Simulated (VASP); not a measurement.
# In3SbTe2 (P6mm) in VASP: further runs, part 2 of 2

VASP 6.6.1. The steps go on from the part before.

**3. Single point, PBE**

This run uses another cell than the first one, of 34.60 Å³/atom.

File INCAR:

```
SYSTEM = In3SbTe2
ALGO     = Normal         ! electronic algorithm
EDIFF    = 1E-6           ! SCF threshold, eV
ENCUT    = 520            ! plane-wave cutoff, eV
GGA      = PE             ! functional
ISIF     = 2              ! what is computed and relaxed
ISMEAR   = 0              ! smearing method
LASPH    = .TRUE.         ! aspherical terms in the spheres
LCHARG   = .TRUE.         ! write CHGCAR
LELF     = .TRUE.         ! ELF
LREAL    = .FALSE.        ! projectors in reciprocal space
LVHAR    = .TRUE.       
LWAVE    = .FALSE.        ! write WAVECAR
NBANDS   = 37             ! bands
NELM     = 80             ! most SCF steps
PREC     = Accurate       ! precision mode
SIGMA    = 0.1            ! smearing width, eV
```

File KPOINTS:

```
k-points
0
G
  3 3 4
  0 0 0
```

File POSCAR:

```
In3SbTe2
1.0
    6.3161457400      0.0000000000      0.0000000000
   -3.1580728700      5.4699426700      0.0000000000
    0.0000000000      0.0000000000      6.0090670600
In Sb Te
3 1 2
Direct
    0.5000000000      0.0000000000      0.9191321800
    0.0000000000      0.5000000000      0.9191321800
    0.5000000000      0.5000000000      0.9191321800
    0.0000000000      0.0000000000      0.2407854200
    0.3333333300      0.6666666700      0.1837117300
    0.6666666700      0.3333333300      0.1837117300
```

Potentials or basis: VASP PAW PBE potentials, release 64 (In_d, Sb, Te).

Command:

```sh
$ cat potpaw_PBE.64/In_d/POTCAR potpaw_PBE.64/Sb/POTCAR potpaw_PBE.64/Te/POTCAR > POTCAR
$ mpirun -np 1 vasp_std > vasp.out
```

OUTCAR:

```text
SYSTEM = In3SbTe2
   EDIFF = 1E-6
   ENCUT = 520
   GGA = PE
   ISIF = 2
   ISMEAR = 0
   LASPH = .TRUE.
   LREAL = .FALSE.
   NELM = 80
   PREC = Accurate

 ion  position               nearest neighbor table
   1  0.500  0.000  0.919-   5 2.42   6 2.42   2 3.16   3 3.16   3 3.16   2 3.16   4 3.70   4 3.70

   2  0.000  0.500  0.919-   5 2.42   6 2.42   3 3.16   3 3.16   1 3.16   1 3.16   4 3.70   4 3.70

   3  0.500  0.500  0.919-   5 2.42   6 2.42   2 3.16   2 3.16   1 3.16   1 3.16   4 3.70   4 3.70

   4  0.000  0.000  0.241-   5 3.66   6 3.66   6 3.66   5 3.66   6 3.66   5 3.66   1 3.70   1 3.70
                             2 3.70   3 3.70   2 3.70   3 3.70
   5  0.333  0.667  0.184-   2 2.42   1 2.42   3 2.42   6 3.65   6 3.65   6 3.65   4 3.66   4 3.66
[... 554 lines left out ...]
  Total       24.8229049     24.8229049     35.1934993      0.0000000      0.0000000      0.0000000
  in kB      191.5672292    191.5672296    271.6008132      0.0000000      0.0000000      0.0000000
  external PRESSURE =     218.2450907 kB  Pullay stress =       0.0000000 kB

 VOLUME and BASIS-vectors are now :
 -----------------------------------------------------------------------------
  energy-cutoff  :      520.00
  volume of cell :      207.61
      direct lattice vectors                 reciprocal lattice vectors
     6.316145740  0.000000000  0.000000000     0.158324402  0.091408636  0.000000000
    -3.158072870  5.469942670  0.000000000     0.000000000  0.182817273  0.000000000
     0.000000000  0.000000000  6.009067060     0.000000000  0.000000000  0.166415184

 POSITION                                       TOTAL-FORCE (eV/Angst)
 -----------------------------------------------------------------------------------
      3.15807      0.00000      5.52313        -0.000000      0.000000     -7.709050
     -1.57904      2.73497      5.52313        -0.000000      0.000000     -7.709050
      1.57904      2.73497      5.52313        -0.000000     -0.000000     -7.709050
      0.00000      0.00000      1.44690        -0.000000     -0.000000     -0.147003
     -0.00000      3.64663      1.10394        -0.000000     -0.000000     11.637077
      3.15807      1.82331      1.10394         0.000000     -0.000000     11.637077
 -----------------------------------------------------------------------------------
    total drift:                                0.000000      0.000001     -0.001371

  FREE ENERGIE OF THE ION-ELECTRON SYSTEM (eV)
  ---------------------------------------------------
  free  energy   TOTEN  =        -8.2408656368 eV

  energy  without entropy=       -8.2043612094  energy(sigma->0) =       -8.22261342
```

OSZICAR:

```text
N       E                     dE             d eps       ncg     rms          rms(c)
DAV:   1     0.532210079027E+03    0.53221E+03   -0.24611E+04   666   0.157E+03
DAV:   2     0.568788125911E+02   -0.47533E+03   -0.46499E+03   666   0.410E+02
DAV:   3    -0.504542389025E+01   -0.61924E+02   -0.60423E+02   834   0.166E+02
DAV:   4    -0.846308043784E+01   -0.34177E+01   -0.33982E+01   772   0.395E+01
DAV:   5    -0.862828169385E+01   -0.16520E+00   -0.16515E+00   978   0.839E+00    0.213E+01
DAV:   6    -0.831802194965E+01    0.31026E+00   -0.67268E-01   871   0.796E+00    0.122E+01
DAV:   7    -0.826247109255E+01    0.55551E-01   -0.57451E-01  1034   0.653E+00    0.145E+00
DAV:   8    -0.824245549075E+01    0.20016E-01   -0.19145E-01   930   0.276E+00    0.132E+00
DAV:   9    -0.824102705906E+01    0.14284E-02   -0.15380E-02   991   0.112E+00    0.319E-01
DAV:  10    -0.824085324251E+01    0.17382E-03   -0.32699E-03   976   0.535E-01    0.207E-01
DAV:  11    -0.824087376284E+01   -0.20520E-04   -0.36425E-04   940   0.112E-01    0.771E-02
DAV:  12    -0.824086658181E+01    0.71810E-05   -0.38905E-05   951   0.715E-02    0.326E-02
DAV:  13    -0.824086654728E+01    0.34526E-07   -0.13419E-05   978   0.325E-02    0.156E-02
DAV:  14    -0.824086563677E+01    0.91051E-06   -0.15093E-06   488   0.878E-03
   1 F= -.82408656E+01 E0= -.82226134E+01  d E =-.365044E-01
```

Wall time 66 s (1 thread of Intel Xeon Platinum 8488C (Sapphire Rapids), shared host); peak memory 0.34 GiB.

What came out:

| Quantity | Value |
| --- | --- |
| Free energy | -8.2409 eV |
| Pressure | 21.8 GPa |
| Largest force | 11.637 eV/Å |
| Band gap on the k mesh | zero (bands 28 and 29 overlap by 0.41 eV) |

Forces on the atoms (eV/Å):
```
In   0.000  0.000 -7.709
In   0.000  0.000 -7.709
In   0.000  0.000 -7.709
Sb   0.000  0.000 -0.147
Te   0.000  0.000 11.637
Te   0.000  0.000 11.637
```

Levels at points of the mesh, in eV from the Fermi level:
```csv
k point,band 25,band 26,band 27,band 28,band 29,band 30,band 31,band 32
"(0.00, 0.00, 0.00)",-2.05,-0.21,0.02,0.02,0.64,0.64,1.70,1.70
"(0.00, 0.00, 0.50)",-0.69,-0.51,-0.51,-0.28,0.38,0.38,1.47,1.47
```

Caveat: the k points lie up to 0.38 Å⁻¹ apart; spin-orbit coupling is left out, which moves the levels of the heavy elements; forces of over 1 eV/Å act on the atoms, so gaps and moduli don't describe the material at rest.
